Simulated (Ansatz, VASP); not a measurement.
**Hf2B in VASP and in Ansatz**

```
Hf B
1.0
     0.00000    2.81560    2.81560
     2.81560    0.00000    2.81560
     2.81560    2.81560    0.00000
Hf B
2 1
Direct
  0.25000 0.25000 0.25000
  0.75000 0.75000 0.75000
  0.00000 0.00000 0.00000
```

Alike in both runs: task relaxation of cell and atoms; functional PBE; k mesh 6 × 6 × 6; occupations gaussian, width 0.1 eV; no spin polarisation.

|  | VASP | Ansatz |
| --- | --- | --- |
| version | VASP 6.6.1 | Ansatz 0.2.0 |
| potentials or method | VASP PAW PBE potentials, release 64 (Hf_pv, B), cutoff 600 eV | scalar-relativistic, plane waves, PAW |
| valence electrons in the cell | 23 | 55 |

```csv
,VASP,Ansatz,Ansatz less VASP
"gap on the k mesh at the Fermi level, each at its own relaxed structure (eV)",none,none,-
relaxed volume (Å³/atom),16.74,16.78,+0.047
relaxed cell length with the largest relative difference (Å),4.141,4.145,+0.0038
```

A gap of «none» marks a metal or a gap that the smearing closes. VASP's potentials hold 23 valence electrons a cell and Ansatz's 55, so a difference there can come from the potentials and not from the codes.

Neither program's run includes spin-orbit coupling.
